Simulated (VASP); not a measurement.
Input of a VASP 6.6.1 run:

Contents of INCAR:

```
SYSTEM = Sb
PREC = Accurate
ENCUT = 500
EDIFF = 1E-6
ISMEAR = 0
SIGMA = 0.15
LREAL = .False.
LASPH = .True.
NELM = 120
ALGO = Normal
ISIF = 2
LWAVE = .False.
LCHARG = .False.
GGA = PS
NBANDS = 22
GGA_COMPAT = .False.
```

File KPOINTS:

```
Automatic mesh
0
Gamma
  12 12 12
  0 0 0
```

POSCAR

```
Sb
1.0
    2.1183413270      1.2230249354      3.8001600000
   -2.1183413270      1.2230249354      3.8001600000
    0.0000000000     -2.4460498707      3.8001600000
Sb
2
Direct
    0.2336400000      0.2336400000      0.2336400000
    0.7663600000      0.7663600000      0.7663600000
```

Potentials or basis: VASP PAW PBE potentials, release 64 (Sb_d_GW).

Command:

```console
$ cat potpaw_PBE.64/Sb_d_GW/POTCAR > POTCAR
$ mpirun -np 1 vasp_std > vasp.out
```

Task: What does it give for the largest force?

Result: 0.222 eV/Å.

Task: Estimate the pressure.

Result: 1.5 GPa.

Task: What does it give for the band gap on the k mesh?

Result: Zero (bands 15 and 16 overlap by 0.35 eV).

Stress tensor (GPa, compression positive):
```
2.01 0.00 0.00
0.00 2.01 0.00
0.00 0.00 0.34
```

Caveat: the cell differs from its parent crystal (strain -0.015 along x and y, +0.015 along z); the PAW data sets were made with another functional, which shifts forces and pressure a little; spin-orbit coupling is left out, which moves the levels of the heavy elements.
